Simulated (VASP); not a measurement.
# AlN (Fm-3m) in VASP: further runs, part 2 of 2

VASP 6.6.1. Earlier steps stand in the parts before.

## Step 3: Single point, PBE-based screened hybrid with 10 % exact exchange

Contents of POSCAR:

```
AlN
1.0
    0.0000000000      2.0188684454      2.0188684454
    2.0188684454      0.0000000000      2.0188684454
    2.0188684454      2.0188684454      0.0000000000
Al N
1 1
Direct
    0.0000000000      0.0000000000      0.0000000000
    0.5000000000      0.5000000000      0.5000000000
```

Contents of INCAR.step1:

```
SYSTEM = AlN
PREC     = Accurate       ! precision mode
ENCUT    = 520            ! plane-wave cutoff, eV
EDIFF    = 1E-5           ! SCF threshold, eV
ISMEAR   = 0              ! smearing method
SIGMA    = 0.01           ! smearing width, eV
LREAL    = .False.        ! projectors in reciprocal space
LASPH    = .True.         ! aspherical terms in the spheres
NELM     = 60             ! most SCF steps
ALGO     = Normal         ! electronic algorithm
ISIF     = 2              ! what is computed and relaxed
LWAVE    = .True.         ! write WAVECAR
GGA      = PE             ! functional
NBANDS   = 11             ! bands
```

Contents of INCAR.step2:

```
SYSTEM = AlN
PREC     = Accurate       ! precision mode
ENCUT    = 520            ! plane-wave cutoff, eV
EDIFF    = 1E-7           ! SCF threshold, eV
ISMEAR   = 0              ! smearing method
SIGMA    = 0.01           ! smearing width, eV
LREAL    = .False.        ! projectors in reciprocal space
LASPH    = .True.         ! aspherical terms in the spheres
NELM     = 60             ! most SCF steps
ALGO     = Normal         ! electronic algorithm
ISIF     = 2              ! what is computed and relaxed
LWAVE    = .False.        ! write WAVECAR
LCHARG   = .True.         ! write CHGCAR
GGA      = PE             ! functional
LHFCALC  = .True.         ! exact exchange
AEXX     = 0.1            ! exact-exchange fraction
HFSCREEN = 0.2078         ! screening, 1/A
PRECFOCK = Normal       
LELF     = .True.         ! ELF
LVHAR    = .True.       
ISTART   = 1            
NBANDS   = 11             ! bands
```

Contents of KPOINTS:

```
regular mesh
0
Gamma
  6 6 6
  0 0 0
```

Potentials or basis: VASP PAW PBE potentials, release 64 (Al, N).

Launch:

```
cat potpaw_PBE.64/Al/POTCAR potpaw_PBE.64/N/POTCAR > POTCAR
cp INCAR.step1 INCAR
mpirun -np 1 vasp_std > vasp.out
cp INCAR.step2 INCAR
mpirun -np 1 vasp_std > vasp.out
```

OUTCAR:

```text
SYSTEM = AlN
   PREC = Accurate
   ENCUT = 520
   EDIFF = 1E-7
   ISMEAR = 0
   LREAL = .False.
   LASPH = .True.
   NELM = 60
   ISIF = 2
   GGA = PE
   LHFCALC = .True.
   AEXX = 0.1
   HFSCREEN = 0.2078
   PRECFOCK = Normal
   ISTART = 1

 ion  position               nearest neighbor table
   1  0.000  0.000  0.000-   2 2.02   2 2.02   2 2.02   2 2.02   2 2.02   2 2.02
   2  0.500  0.500  0.500-   1 2.02   1 2.02   1 2.02   1 2.02   1 2.02   1 2.02

  LATTYP: Found a face centered cubic cell.
 ALAT       =     4.0377368908

  Lattice vectors:

 A1 = (   0.0000000000,   2.0188684454,   2.0188684454)
 A2 = (   2.0188684454,   0.0000000000,   2.0188684454)
 A3 = (   2.0188684454,   2.0188684454,   0.0000000000)

Analysis of symmetry for initial positions (statically):
=====================================================================
 Subroutine PRICEL returns:
 Original cell was already a primitive cell.

 Routine SETGRP: Setting up the symmetry group for a
 face centered cubic supercell.

 Subroutine GETGRP returns: Found 48 space group operations
 (whereof 48 operations were pure point group operations)
 out of a pool of 48 trial point group operations.

The static configuration has the point symmetry O_h .

Analysis of symmetry for dynamics (positions and initial velocities):
=====================================================================
 Subroutine PRICEL returns:
 Original cell was already a primitive cell.

 Routine SETGRP: Setting up the symmetry group for a
 face centered cubic supercell.

 Subroutine GETGRP returns: Found 48 space group operations
 (whereof 48 operations were pure point group operations)
 out of a pool of 48 trial point group operations.

The dynamic configuration has the point symmetry O_h .

 Subroutine INISYM returns: Found 48 space group operations
 (whereof 48 operations are pure point group operations),
 and found     1 'primitive' translations

----------------------------------------------------------------------------------------

                                     Primitive cell

  volume of cell :      16.4571

  direct lattice vectors                    reciprocal lattice vectors
     0.000000000  2.018868445  2.018868445    -0.247663488  0.247663488  0.247663488
     2.018868445  0.000000000  2.018868445     0.247663488 -0.247663488  0.247663488
     2.018868445  2.018868445  0.000000000     0.247663488  0.247663488 -0.247663488

  length of vectors
     2.855111136  2.855111136  2.855111136     0.428965744  0.428965744  0.428965744

  position of ions in fractional coordinates (direct lattice)
     0.000000000  0.000000000  0.000000000
     0.500000000  0.500000000  0.500000000

  ion indices of the primitive-cell ions
   primitive index   ion index
                 1           1
                 2           2

----------------------------------------------------------------------------------------

 KPOINTS: regular mesh

Automatic generation of k-mesh.
 Grid dimensions read from file:
 generate k-points for:    6    6    6

 Generating k-lattice:

  Cartesian coordinates                     Fractional coordinates (reciprocal lattice)
[... 39 lines left out ...]
   NGX,Y,Z   is equivalent  to a cutoff of  13.97, 13.97, 13.97 a.u.
   NGXF,Y,Z  is equivalent  to a cutoff of  27.95, 27.95, 27.95 a.u.
 SYSTEM =  AlN
   PREC   = accura    normal or accurate (medium, high low for compatibility)
   ISTART =      1    job   : 0-new  1-cont  2-samecut
   ICHARG =      0    charge: 1-file 2-atom 10-const
   ISPIN  =      1    spin polarized calculation?
   LNONCOLLINEAR =      F non collinear calculations
   LSORBIT =      F    spin-orbit coupling
   LASPH  =      T    aspherical Exc in radial PAW
   ENCUT  =  520.0 eV  38.22 Ry    6.18 a.u.   5.31  5.31  5.31*2*pi/ulx,y,z
   NELM   =     60;   NELMIN=  2; NELMDL=  0     # of ELM steps
   EDIFF  = 0.1E-06   stopping-criterion for ELM
   LREAL  =      F    real-space projection
   EDIFFG = 0.1E-05   stopping-criterion for IOM
   NSW    =      0    number of steps for IOM
   IBRION =     -1    ionic relax: 0-MD 1-quasi-New 2-CG
   NFREE  =      0    steps in history (QN), initial steepest desc. (CG)
   ISIF   =      2    stress and relaxation
   ISYM   =      3    0-nonsym 1-usesym 2-fastsym
   POTIM  = 0.5000    time-step for ionic-motion
   TEBEG  =    0.0;   TEEND  =   0.0 temperature during run
   PSTRESS=    0.0 pullay stress
   NELECT =       8.0000    total number of electrons
   NUPDOWN=      -1.0000    fix difference up-down
   EMIN   =  10.00;   EMAX   =-10.00  energy-range for DOS
   EFERMI =   0.00;   METHOD = LEGACY
   ISMEAR =     0;   SIGMA  =   0.01  broadening in eV -4-tet -1-fermi 0-gaus
   EFERMI_NEDOS =   21; number of points for ismear=-14 and -15
   IALGO  =     38    algorithm
   IMIX   =      1    mixing-type and parameters
     AMIX     =   0.40;   BMIX     =  1.00
     AMIX_MAG =   1.60;   BMIX_MAG =  1.00
  volume/ion in A,a.u.               =       8.23        55.53
  Fermi-wavevector in a.u.,A,eV,Ry     =   1.287222  2.432497 22.544046  1.656941
  Thomas-Fermi vector in A             =   2.419249
   LORBIT       =      0    0 simple, 1 ext, 2 COOP (PROOUT), +10 PAW based schemes
   GGA     = PE    functional components
   LHFCALC =     T    Hartree Fock is set to
   PRECFOCK=normal    Normal, Fast or Accurate (Low or Medium for compatibility)
   ENCUT4O =  -1.0   cutoff for four orbital integrals eV
   NKREDX  =     1    reduce k-point grid by
   NKREDY  =     1    reduce k-point grid by
   NKREDZ  =     1    reduce k-point grid by
   AEXX    =    0.1000 exact exchange contribution
   HFSCREEN=    0.2078 screening length (either q_TF or 0.3 A-1)
   HFSCREENC=   0.2078 screening length for correlation (either q_TF or 0.3 A-1)
   ENCUTFOCK=  -1.0 apply spherical cutoff to Coloumb kernel
   IVDW    =     0    specifies the selected vdW correction
   LEPSILON=     F    determine dielectric tensor
   LRPA    =     F    only Hartree local field effects (RPA)
 non-spin polarized calculation
 Gauss-broadening in eV      SIGMA  =   0.01
  energy-cutoff  :      520.00
  volume of cell :       16.46
 maximum number of plane-waves:       459
 NGX is ok and might be reduce to    24
  NGX = 16; NGY = 16; NGZ = 16

 number of electron       7.9999999 magnetization

 Free energy of the ion-electron system (eV)
  ---------------------------------------------------
  ext. energy  EPLUGINS =         0.00000000
  ---------------------------------------------------
  free energy    TOTEN  =       -15.55881193 eV

  energy without entropy =      -15.55881193  energy(sigma->0) =      -15.55881193

 E-fermi :   9.8296     XC(G=0): -11.4098

 val. band max:        9.6824224777   @ k =   0.0000   0.0000   0.0000
 cond. band min:      14.8710917642   @ k =   0.5000   0.5000   0.0000
 fundamental gap:      5.1886692865
 Fermi energy:         9.8296333578

 k-point     1 :       0.0000    0.0000    0.0000
  band No.  band energies     occupation
      1      -8.5795      2.00000
      2       9.6824      2.00000
      3       9.6824      2.00000
      4       9.6824      2.00000
      5      16.0241      0.00000
      6      22.5100      0.00000
      7      22.5100      0.00000
      8      22.5100      0.00000
      9      27.6802      0.00000
     10      28.2626      0.00000
     11      28.2626      0.00000
[... 197 lines left out ...]
 k-point    16 :      -0.3333    0.5000    0.1667
  band No.  band energies     occupation
      1      -4.0788      2.00000
      2       2.8088      2.00000
      3       4.9798      2.00000
      4       5.8986      2.00000
      5      17.2662      0.00000
      6      18.6051      0.00000
      7      23.1557      0.00000
      8      24.1520      0.00000
      9      28.6523      0.00000
     10      32.2155      0.00000
     11      35.5647      0.00000

------------------------ aborting loop because EDIFF is reached ----------------------------------------

  FORCE on cell =-STRESS in cart. coord.  units (eV):
  Direction    XX          YY          ZZ          XY          YZ          ZX
  --------------------------------------------------------------------------------------
  -------------------------------------------------------------------------------------
  Total        0.3134965      0.3134965      0.3134965      0.0000000     -0.0000000      0.0000000
  in kB       30.5203262     30.5203262     30.5203262      0.0000000     -0.0000000      0.0000000
  external PRESSURE =      30.5203262 kB  Pullay stress =       0.0000000 kB

 VOLUME and BASIS-vectors are now :
 -----------------------------------------------------------------------------
  energy-cutoff  :      520.00
  volume of cell :       16.46
      direct lattice vectors                 reciprocal lattice vectors
     0.000000000  2.018868445  2.018868445    -0.247663488  0.247663488  0.247663488
     2.018868445  0.000000000  2.018868445     0.247663488 -0.247663488  0.247663488
     2.018868445  2.018868445  0.000000000     0.247663488  0.247663488 -0.247663488

 POSITION                                       TOTAL-FORCE (eV/Angst)
 -----------------------------------------------------------------------------------
      0.00000      0.00000      0.00000        -0.000000     -0.000000     -0.000000
      2.01887      2.01887      2.01887         0.000000      0.000000      0.000000
 -----------------------------------------------------------------------------------
    total drift:                               -0.000000     -0.000000     -0.000000

  FREE ENERGIE OF THE ION-ELECTRON SYSTEM (eV)
  ---------------------------------------------------
  free  energy   TOTEN  =       -15.5588119346 eV

  energy  without entropy=      -15.5588119346  energy(sigma->0) =      -15.55881193
```

Wall time 3.6 min (1 thread of Intel Xeon Platinum 8259CL at 2.50GHz (Skylake/Cascade Lake), shared host); peak memory 0.23 GiB.

Results:

* Free energy: -15.5588 eV
* Pressure: 3.1 GPa
* Band gap on the k mesh: 5.19 eV (least direct gap 6.34 eV)

Caveat: the k points lie up to 0.45 Å⁻¹ apart; the structure was generated, so it needn't be the stable form of AlN; the PAW data sets were made with another functional, which shifts forces and pressure a little.

## Step 4: Single point, PBE-based screened hybrid with 50 % exact exchange

POSCAR is that of step 3.

Contents of INCAR.step1:

```
  ALGO = Normal
  EDIFF = 1E-5
  ENCUT = 520
  GGA = PE
  ISIF = 2
  ISMEAR = 0
  LASPH = T
  LCHARG = F
  LREAL = F
  LWAVE = T
  NBANDS = 11
  NELM = 80
  PREC = Accurate
  SIGMA = 0.01
```

Contents of INCAR.step2:

```
  AEXX = 0.5
  ALGO = Normal
  EDIFF = 1E-7
  ENCUT = 520
  GGA = PE
  HFSCREEN = 0.1
  ISIF = 2
  ISMEAR = 0
  ISTART = 1
  LASPH = T
  LCHARG = F
  LHFCALC = T
  LREAL = F
  LWAVE = F
  NBANDS = 11
  NELM = 80
  PREC = Accurate
  PRECFOCK = Normal
  SIGMA = 0.01
```

Contents of KPOINTS:

```
k-points
0
Gamma
  6 6 6
```

Launch:

```
cat potpaw_PBE.64/Al/POTCAR potpaw_PBE.64/N/POTCAR > POTCAR
cp INCAR.step1 INCAR
mpirun -np 1 vasp_std > vasp.out
cp INCAR.step2 INCAR
mpirun -np 1 vasp_std > vasp.out
```

Wall time 4.6 min (1 thread of Intel Xeon Platinum 8259CL at 2.50GHz (Skylake/Cascade Lake), shared host); peak memory 0.24 GiB.

It converged, with:

* Free energy: -20.8251 eV
* Pressure: -9.4 GPa
* Band gap on the k mesh: 8.07 eV (least direct gap 9.54 eV)

Levels at points of the mesh, in eV from the valence-band top:
| k point | band 1 | band 2 | band 3 | band 4 | band 5 | band 6 | band 7 | band 8 |
| --- | --- | --- | --- | --- | --- | --- | --- | --- |
| (0.00, 0.00, 0.00) | -20.99 | 0.00 | 0.00 | 0.00 | 9.54 | 16.25 | 16.25 | 16.25 |
| (0.50, 0.00, 0.00) | -17.26 | -9.79 | -1.25 | -1.25 | 9.74 | 15.02 | 15.02 | 18.59 |
| (0.50, 0.50, 0.00) | -16.13 | -8.71 | -3.33 | -3.33 | 8.07 | 8.69 | 19.29 | 22.59 |

Caveat: the k points lie up to 0.45 Å⁻¹ apart; the structure was generated, so it needn't be the stable form of AlN; the PAW data sets were made with another functional, which shifts forces and pressure a little.

## Step 5: Single point, HF

POSCAR is that of step 4.

Contents of INCAR.step1:

```
SYSTEM = AlN
ALGO = Normal
EDIFF = 1E-5
ENCUT = 520
GGA = PE
ISIF = 2
ISMEAR = 0
LASPH = .True.
LCHARG = .False.
LREAL = .False.
LWAVE = .True.
NBANDS = 11
NELM = 60
PREC = Accurate
SIGMA = 0.01
```

Contents of INCAR.step2:

```
SYSTEM = AlN
AEXX = 1.0
AGGAC = 0.0
ALDAC = 0.0
ALGO = Normal
EDIFF = 1E-6
ENCUT = 520
GGA = PE
ISIF = 2
ISMEAR = 0
ISTART = 1
LASPH = .True.
LCHARG = .False.
LHFCALC = .True.
LREAL = .False.
LWAVE = .False.
NBANDS = 11
NELM = 60
PREC = Accurate
PRECFOCK = Normal
SIGMA = 0.01
```

Contents of KPOINTS:

```
k-points
0
Gamma
  6 6 6
  0 0 0
```

Launch:

```
cat potpaw_PBE.64/Al/POTCAR potpaw_PBE.64/N/POTCAR > POTCAR
cp INCAR.step1 INCAR
mpirun -np 1 vasp_std > vasp.out
cp INCAR.step2 INCAR
mpirun -np 1 vasp_std > vasp.out
```

Wall time 3.8 min (1 thread of Intel Xeon Platinum 8259CL at 2.50GHz (Skylake/Cascade Lake), shared host); peak memory 0.14 GiB.

Results (log left out):

```
Free energy            : -26.5031 eV
Pressure               : -2.6 GPa
Band gap on the k mesh : 9.84 eV (least direct gap 12.68 eV)
```

Levels at points of the mesh, in eV from the valence-band top:
```csv
k point,band 2,band 3,band 4,band 5,band 6,band 7
"(0.00, 0.00, 0.00)",0.00,0.00,0.00,12.68,19.73,22.68
"(0.50, 0.00, 0.00)",-11.29,-1.35,-1.35,15.77,15.96,21.26
"(0.50, 0.50, 0.00)",-9.46,-3.62,-3.62,9.84,14.69,20.58
```

Caveat: the k points lie up to 0.45 Å⁻¹ apart; the structure was generated, so it needn't be the stable form of AlN; the PAW data sets were made with another functional, which shifts forces and pressure a little. A k mesh can miss the band edges.

## Step 6: The runs side by side

```csv
level,k mesh,smearing,grid for exact exchange (PRECFOCK),share of exact exchange,screening parameter,gap on the mesh (eV),pressure (GPa)
PBEsol,8 × 8 × 8,methfessel-paxton 0.2 eV,-,-,-,4.59,1.4
PBE-based screened hybrid with 10 % exact exchange,6 × 6 × 6,gaussian 0.01 eV,Normal,0.1,0.2078 1/Å,5.19,3.1
PBE-based screened hybrid with 50 % exact exchange,6 × 6 × 6,gaussian 0.01 eV,Normal,0.5,0.1 1/Å,8.07,-9.4
HF,6 × 6 × 6,gaussian 0.01 eV,Normal,1,-,9.84,-2.6
```

Alike in all rows: task single point; potentials or basis VASP PAW PBE potentials, release 64 (Al, N); no spin polarisation; cell as given; cutoff (eV) 520.

Caveats: some runs use coarse meshes; the structure was generated, so it needn't be the stable form of AlN; the PAW data sets were made with another functional, which shifts forces and pressure a little.

Total energies depend on the potentials used, so only differences within one code and one set of settings carry meaning.
